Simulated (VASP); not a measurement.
# AlFe (Pm-3m) in VASP: further runs

AlFe is run at these levels: PBE, BLYP+D3(BJ); tasks: single point, relaxation of cell and atoms.

All numbers are computed with VASP 6.6.1; they aren't measurements. Logs are shortened: lines on timing, memory, paths and dates and some standing lists are left out, and cuts for length are marked.

**1. The cell of the first run**

It takes space group Pm-3m (No. 221, cubic). The conventional cell has a = 2.910 Å, b = 2.910 Å, c = 2.910 Å, α = 90.00°, β = 90.00°, γ = 90.00°. Within 3.3 Å of Fe (site symmetry m-3m) lie 8 Al at 2.52 Å and 6 Fe at 2.91 Å. Within 3.3 Å of Al (site symmetry m-3m) lie 8 Fe at 2.52 Å and 6 Al at 2.91 Å.

**2. Single point, PBE, collinear spin, ferromagnetic start**

File INCAR:

```
PREC     = Accurate       # precision mode
ENCUT    = 520            # plane-wave cutoff, eV
EDIFF    = 1E-6           # SCF threshold, eV
ISMEAR   = 0              # smearing method
SIGMA    = 0.027000000000000003 # smearing width, eV
LREAL    = F              # projectors in reciprocal space
LASPH    = T              # aspherical terms in the spheres
NELM     = 150            # most SCF steps
ALGO     = Normal         # electronic algorithm
ISIF     = 2              # what is computed and relaxed
LWAVE    = F              # write WAVECAR
LCHARG   = T              # write CHGCAR
ISPIN    = 2              # spin polarisation
MAGMOM   = 3 0            # initial moments
LORBIT   = 11             # projections on sites
LMAXMIX  = 4              # l up to which the mixer works
GGA      = PE             # functional
LELF     = T              # ELF
LVHAR    = T            
NBANDS   = 16             # bands
```

File KPOINTS:

```
regular mesh
0
Gamma
  9 9 9
```

File POSCAR:

```
AlFe
1.0
    2.9100000000      0.0000000000      0.0000000000
    0.0000000000      2.9100000000      0.0000000000
    0.0000000000      0.0000000000      2.9100000000
Fe Al
1 1
Direct
    0.5000000000      0.5000000000      0.5000000000
    0.0000000000      0.0000000000      0.0000000000
```

Potentials or basis: VASP PAW PBE potentials, release 64 (Fe, Al).

The run is started by

```sh
cat potpaw_PBE.64/Fe/POTCAR potpaw_PBE.64/Al/POTCAR > POTCAR
mpirun -np 1 vasp_std > vasp.out
```

OUTCAR:

```text
PREC = Accurate
   ENCUT = 520
   EDIFF = 1E-6
   ISMEAR = 0
   LREAL = F
   LASPH = T
   NELM = 150
   ISIF = 2
   ISPIN = 2
   LORBIT = 11
   GGA = PE

 ion  position               nearest neighbor table
   1  0.500  0.500  0.500-   2 2.52   2 2.52   2 2.52   2 2.52   2 2.52   2 2.52   2 2.52   2 2.52

   2  0.000  0.000  0.000-   1 2.52   1 2.52   1 2.52   1 2.52   1 2.52   1 2.52   1 2.52   1 2.52

  LATTYP: Found a simple cubic cell.
 ALAT       =     2.9100000000

  Lattice vectors:

 A1 = (   2.9100000000,   0.0000000000,   0.0000000000)
 A2 = (   0.0000000000,   2.9100000000,   0.0000000000)
 A3 = (   0.0000000000,   0.0000000000,   2.9100000000)

Analysis of symmetry for initial positions (statically):
=====================================================================
 Subroutine PRICEL returns:
 Original cell was already a primitive cell.

 Routine SETGRP: Setting up the symmetry group for a
 simple cubic supercell.

 Subroutine GETGRP returns: Found 48 space group operations
 (whereof 48 operations were pure point group operations)
 out of a pool of 48 trial point group operations.

The static configuration has the point symmetry O_h .

Analysis of symmetry for dynamics (positions and initial velocities):
=====================================================================
 Subroutine PRICEL returns:
 Original cell was already a primitive cell.

 Routine SETGRP: Setting up the symmetry group for a
 simple cubic supercell.

 Subroutine GETGRP returns: Found 48 space group operations
 (whereof 48 operations were pure point group operations)
 out of a pool of 48 trial point group operations.

The dynamic configuration has the point symmetry O_h .

Analysis of structural, dynamic, and magnetic symmetry:
=====================================================================
 Subroutine PRICEL returns:
 Original cell was already a primitive cell.

 Routine SETGRP: Setting up the symmetry group for a
 simple cubic supercell.

 Subroutine GETGRP returns: Found 48 space group operations
 (whereof 48 operations were pure point group operations)
 out of a pool of 48 trial point group operations.

The overall configuration has the point symmetry O_h .

 Subroutine INISYM returns: Found 48 space group operations
 (whereof 48 operations are pure point group operations),
 and found     1 'primitive' translations

----------------------------------------------------------------------------------------

                                     Primitive cell

  volume of cell :      24.6422

  direct lattice vectors                    reciprocal lattice vectors
     2.910000000  0.000000000  0.000000000     0.343642612  0.000000000  0.000000000
     0.000000000  2.910000000  0.000000000     0.000000000  0.343642612  0.000000000
     0.000000000  0.000000000  2.910000000     0.000000000  0.000000000  0.343642612

  length of vectors
     2.910000000  2.910000000  2.910000000     0.343642612  0.343642612  0.343642612

  position of ions in fractional coordinates (direct lattice)
     0.500000000  0.500000000  0.500000000
     0.000000000  0.000000000  0.000000000

  ion indices of the primitive-cell ions
   primitive index   ion index
                 1           1
                 2           2

----------------------------------------------------------------------------------------

 KPOINTS: regular mesh

Automatic generation of k-mesh.
 Grid dimensions read from file:
 generate k-points for:    9    9    9

 Generating k-lattice:

  Cartesian coordinates                     Fractional coordinates (reciprocal lattice)
     0.038182512  0.000000000  0.000000000     0.111111111  0.000000000  0.000000000
     0.000000000  0.038182512  0.000000000     0.000000000  0.111111111  0.000000000
     0.000000000  0.000000000  0.038182512     0.000000000  0.000000000  0.111111111

  Length of vectors
     0.038182512  0.038182512  0.038182512

  Shift w.r.t. Gamma in fractional coordinates (k-lattice)
     0.000000000  0.000000000  0.000000000

 Subroutine IBZKPT returns following result:
 ===========================================

 Found     35 irreducible k-points:

 Following reciprocal coordinates:
            Coordinates               Weight
  0.000000  0.000000  0.000000      1.000000
  0.111111  0.000000  0.000000      6.000000
  0.222222  0.000000  0.000000      6.000000
  0.333333  0.000000  0.000000      6.000000
  0.444444  0.000000  0.000000      6.000000
  0.111111  0.111111  0.000000     12.000000
[... 16 lines left out ...]
  0.333333  0.333333  0.111111     24.000000
  0.444444  0.333333  0.111111     48.000000
 [... further k-points ...]
   k-points           NKPTS =     35   k-points in BZ     NKDIM =     35   number of bands    NBANDS=     16
   number of dos      NEDOS =    301   number of ions     NIONS =      2
   total plane-waves  NPLWV =  13824
   dimension x,y,z NGX =    24 NGY =   24 NGZ =   24
   dimension x,y,z NGXF=    48 NGYF=   48 NGZF=   48
[... 86 lines left out ...]
      2       5.2576      1.00000
      3       5.3518      1.00000
      4       7.1344      1.00000
      5       7.1344      1.00000
      6       7.2729      1.00000
[... 8 lines left out ...]
     15      28.8113      0.00000
     16      28.9412      0.00000

 k-point     3 :       0.2222    0.0000    0.0000
  band No.  band energies     occupation
      1      -1.6647      1.00000
      2       4.9901      1.00000
      3       5.5192      1.00000
      4       6.8463      1.00000
      5       6.8463      1.00000
      6       7.3063      1.00000
[... 8 lines left out ...]
     15      26.5669      0.00000
     16      28.5291      0.00000
[... 362 lines left out ...]
 k-point    23 :       0.3333    0.3333    0.1111
  band No.  band energies     occupation
      1       1.2912      1.00000
      2       4.6853      1.00000
      3       5.3186      1.00000
      4       6.2927      1.00000
      5       6.6990      1.00000
      6       6.8087      1.00000
[... 8 lines left out ...]
     15      28.1377      0.00000
     16      28.1847      0.00000

 k-point    24 :       0.4444    0.3333    0.1111
  band No.  band energies     occupation
      1       2.2938      1.00000
      2       4.0301      1.00000
      3       5.4390      1.00000
      4       6.1614      1.00000
      5       6.8053      1.00000
      6       6.9264      1.00000
[... 8 lines left out ...]
     15      27.7465      0.00000
     16      28.8228      0.00000

 [... further k-points ...]

 spin component 2

 k-point     1 :       0.0000    0.0000    0.0000
  band No.  band energies     occupation
      1      -2.5655      1.00000
      2       5.5830      1.00000
      3       5.5830      1.00000
      4       8.0525      0.00000
      5       8.0526      0.00000
      6       8.0526      0.00000
[... 8 lines left out ...]
     15      28.9823      0.00000
     16      30.8473      0.00000

 k-point     2 :       0.1111    0.0000    0.0000
  band No.  band energies     occupation
      1      -2.3405      1.00000
      2       5.5339      1.00000
      3       5.6519      1.00000
      4       7.9075      0.00000
      5       7.9075      0.00000
      6       8.0671      0.00000
[... 8 lines left out ...]
     15      28.8027      0.00000
     16      28.9644      0.00000

 k-point     3 :       0.2222    0.0000    0.0000
  band No.  band energies     occupation
      1      -1.6757      1.00000
      2       5.1904      1.00000
      3       5.8335      1.00000
      4       7.5816      0.92857
      5       7.5816      0.92856
      6       8.1042      0.00000
[... 8 lines left out ...]
     15      26.5922      0.00000
     16      28.5632      0.00000
[... 362 lines left out ...]
 k-point    23 :       0.3333    0.3333    0.1111
  band No.  band energies     occupation
      1       1.3070      1.00000
      2       4.9976      1.00000
      3       5.4871      1.00000
      4       6.7494      1.00000
      5       7.3345      1.00000
      6       7.4548      1.00000
[... 8 lines left out ...]
     15      28.0704      0.00000
     16      28.2624      0.00000

 k-point    24 :       0.4444    0.3333    0.1111
  band No.  band energies     occupation
      1       2.3655      1.00000
      2       4.1527      1.00000
      3       5.7638      1.00000
      4       6.5342      1.00000
      5       7.4524      1.00000
      6       7.5206      1.00000
[... 8 lines left out ...]
     15      27.8742      0.00000
     16      28.8037      0.00000

 [... further k-points ...]

------------------------ aborting loop because EDIFF is reached ----------------------------------------

  FORCE on cell =-STRESS in cart. coord.  units (eV):
  Direction    XX          YY          ZZ          XY          YZ          ZX
  --------------------------------------------------------------------------------------
  -------------------------------------------------------------------------------------
  Total       -0.9593368     -0.9593368     -0.9593368     -0.0000000     -0.0000000      0.0000000
  in kB      -62.3738772    -62.3738772    -62.3738772     -0.0000000     -0.0000000      0.0000000
  external PRESSURE =     -62.3738772 kB  Pullay stress =       0.0000000 kB

 VOLUME and BASIS-vectors are now :
 -----------------------------------------------------------------------------
  energy-cutoff  :      520.00
  volume of cell :       24.64
      direct lattice vectors                 reciprocal lattice vectors
     2.910000000  0.000000000  0.000000000     0.343642612  0.000000000  0.000000000
     0.000000000  2.910000000  0.000000000     0.000000000  0.343642612  0.000000000
     0.000000000  0.000000000  2.910000000     0.000000000  0.000000000  0.343642612

 POSITION                                       TOTAL-FORCE (eV/Angst)
 -----------------------------------------------------------------------------------
      1.45500      1.45500      1.45500         0.000000      0.000000      0.000000
      0.00000      0.00000      0.00000         0.000000      0.000000      0.000000
 -----------------------------------------------------------------------------------
    total drift:                                0.000000     -0.000000     -0.000000

  FREE ENERGIE OF THE ION-ELECTRON SYSTEM (eV)
  ---------------------------------------------------
  free  energy   TOTEN  =       -12.6318802928 eV

  energy  without entropy=      -12.6304453825  energy(sigma->0) =      -12.63116284

 total charge

# of ion       s       p       d       tot
------------------------------------------
    1        0.417   0.474   6.452   7.343
    2        0.395   0.419   0.000   0.815
--------------------------------------------------
tot          0.812   0.893   6.452   8.158

 magnetization (x)

# of ion       s       p       d       tot
------------------------------------------
    1       -0.001   0.002   0.670   0.671
    2       -0.008  -0.016   0.000  -0.023
--------------------------------------------------
tot         -0.009  -0.013   0.670   0.648
```

Run time: 18 s. Hardware: 1 thread of Intel Xeon Platinum 8259CL at 2.50GHz (Skylake/Cascade Lake), shared host; peak memory 0.16 GiB.

What came out:

```
Free energy                                           : -12.6319 eV
Pressure                                              : -6.2 GPa
Net moment                                            : 0.62 μB per cell
Site moments                                          : Fe +0.67; Al -0.02 μB
Valence electrons inside the program's atomic spheres : Fe 7.34; Al 0.81
```

Caveat: the cell stands under tension.

**3. Single point, PBE, collinear spin, ferromagnetic start**

File INCAR:

```
SYSTEM = AlFe
PREC     = Accurate       ! precision mode
ENCUT    = 520            ! plane-wave cutoff, eV
EDIFF    = 1E-6           ! SCF threshold, eV
ISMEAR   = 0              ! smearing method
SIGMA    = 0.028000000000000004 ! smearing width, eV
LREAL    = .False.        ! projectors in reciprocal space
LASPH    = .True.         ! aspherical terms in the spheres
NELM     = 150            ! most SCF steps
ALGO     = Normal         ! electronic algorithm
ISIF     = 2              ! what is computed and relaxed
LWAVE    = .False.        ! write WAVECAR
LCHARG   = .True.         ! write CHGCAR
ISPIN    = 2              ! spin polarisation
MAGMOM   = 3 0            ! initial moments
LORBIT   = 11             ! projections on sites
LMAXMIX  = 4              ! l up to which the mixer works
GGA      = PE             ! functional
LELF     = .True.         ! ELF
LVHAR    = .True.       
NBANDS   = 16             ! bands
```

File KPOINTS:

```
Automatic mesh
0
Gamma
  9 9 9
  0 0 0
```

POSCAR is that of step 2.

Potentials or basis: VASP PAW PBE potentials, release 64 (Fe, Al).

The run is started by

```sh
cat potpaw_PBE.64/Fe/POTCAR potpaw_PBE.64/Al/POTCAR > POTCAR
mpirun -np 1 vasp_std > vasp.out
```

Run time: 18 s. Hardware: 1 thread of Intel Xeon Platinum 8259CL at 2.50GHz (Skylake/Cascade Lake), shared host; peak memory 0.15 GiB.

It converged, with:

| Quantity | Value |
| --- | --- |
| Free energy | -12.6319 eV |
| Pressure | -6.2 GPa |
| Net moment | 0.62 μB per cell |
| Site moments | Fe +0.67; Al -0.02 μB |
| Valence electrons inside the program's atomic spheres | Fe 7.34; Al 0.81 |

Levels at points of the mesh, in eV from the Fermi level:
Spin up:
```
           k point  band 3  band 4  band 5  band 6  band 7  band 8  band 9  band 10
(0.00, 0.00, 0.00)   -2.32   -0.35   -0.35   -0.35    6.18    6.18    6.18     9.17
```
Spin down:
```
           k point  band 1  band 2  band 3  band 4  band 5  band 6  band 7  band 8  band 9  band 10
(0.00, 0.00, 0.00)  -10.18   -2.03   -2.03    0.44    0.44    0.44    6.19    6.19    6.19     9.20
```

Caveat: the cell stands under tension.

**4. Relaxation of cell and atoms, BLYP+D3(BJ), collinear spin, ferromagnetic start**

File INCAR:

```
SYSTEM = AlFe
PREC     = Accurate       ! precision mode
ENCUT    = 600            ! plane-wave cutoff, eV
EDIFF    = 1E-6           ! SCF threshold, eV
ISMEAR   = -1             ! smearing method
SIGMA    = 0.05           ! smearing width, eV
LREAL    = .FALSE.        ! projectors in reciprocal space
LASPH    = .TRUE.         ! aspherical terms in the spheres
NELM     = 150            ! most SCF steps
ALGO     = Normal         ! electronic algorithm
ISIF     = 3              ! what is computed and relaxed
LWAVE    = .FALSE.        ! write WAVECAR
LCHARG   = .FALSE.        ! write CHGCAR
ISPIN    = 2              ! spin polarisation
MAGMOM   = 3 0            ! initial moments
LORBIT   = 11             ! projections on sites
LMAXMIX  = 4              ! l up to which the mixer works
GGA      = B5             ! functional
ALDAX    = 1.0          
AGGAX    = 1.0          
AGGAC    = 1.0          
ALDAC    = 0.0          
IVDW     = 12             ! dispersion correction
VDW_S6   = 1.0          
VDW_S8   = 2.6996       
VDW_A1   = 0.4298       
VDW_A2   = 4.2359       
IBRION   = 2              ! ionic algorithm
NSW      = 60             ! ionic steps
EDIFFG   = -0.01          ! ionic threshold
```

File KPOINTS:

```
regular mesh
0
G
  9 9 9
  0 0 0
```

POSCAR is that of step 3.

The run is started by

```sh
cat potpaw_PBE.64/Fe/POTCAR potpaw_PBE.64/Al/POTCAR > POTCAR
mpirun -np 1 vasp_std > vasp.out
```

Wall time 52 s (1 thread of Intel Xeon Platinum 8259CL at 2.50GHz (Skylake/Cascade Lake), shared host); peak memory 0.17 GiB.

Results (log left out):

```yaml
Free_energy: -12.4261 eV
Relaxed_volume: 11.31 Å³/atom
Relaxed_cell: a = 2.828 Å, b = 2.828 Å, c = 2.828 Å, α = 90.00°, β = 90.00°, γ = 90.00°
Space_group_after_relaxing_to_0.1_Å: Pm-3m (No. 221)
Energy_gained_by_relaxing: 47.6 meV/atom
Ionic_steps: 3
Pressure_after_relaxing: -0.1 GPa
Net_moment: 0.51 μB per cell
Site_moments: Fe +0.55; Al -0.02 μB
Valence_electrons_inside_the_program's_atomic_spheres: Fe 7.58; Al 0.86
Dispersion_energy_per_atom: -0.975 eV
```

The path:
| step | energy change (eV) | largest force (eV/Å) | pressure (GPa) | volume (Å³) |
| --- | --- | --- | --- | --- |
| 1 | 0.0000 | 0.0000 | -13.73 | 24.64 |
| 2 | -0.0242 | 0.0000 | 15.87 | 21.07 |
| 3 | -0.0952 | 0.0000 | -0.13 | 22.61 |

Final structure:
```
Fe Al
1.0
     2.82783    0.00000    0.00000
     0.00000    2.82783    0.00000
     0.00000    0.00000    2.82783
Fe Al
1 1
Cartesian
  1.4139 1.4139 1.4139
  0.0000 0.0000 0.0000
```

Levels at points of the mesh, in eV from the Fermi level:
Spin up:
```
           k point  band 2  band 3  band 4  band 5  band 6  band 7  band 8  band 9  band 10  band 11
(0.00, 0.00, 0.00)   -2.47   -2.47   -0.22   -0.22   -0.22    6.76    6.76    6.76     9.86     9.86
```
Spin down:
```
           k point  band 3  band 4  band 5  band 6  band 7  band 8
(0.00, 0.00, 0.00)   -2.25    0.41    0.41    0.41    6.79    6.79
```

Caveat: the PAW data sets were made with another functional, which shifts forces and pressure a little.

**5. The runs side by side**

```tsv
task	level	cell	cutoff (eV)	smearing	gap on the mesh (eV)	pressure (GPa)	moment (μB)
single point	PBE	as given	520	gaussian 0.027 eV	none	-6.2	0.62
single point	PBE	as given	520	gaussian 0.028 eV	none	-6.2	0.62
relaxation of cell and atoms	BLYP+D3(BJ)	relaxed	600	fermi-dirac 0.05 eV	none	-0.1	0.51
```

Alike in all rows: potentials or basis VASP PAW PBE potentials, release 64 (Fe, Al); spin collinear, ferromagnetic start; k mesh 9 × 9 × 9.

Caveats: the cell stands under tension (at least some runs); the PAW data sets were made with another functional, which shifts forces and pressure a little (at least some runs).

Total energies depend on the potentials used, so only differences within one code and one set of settings carry meaning.
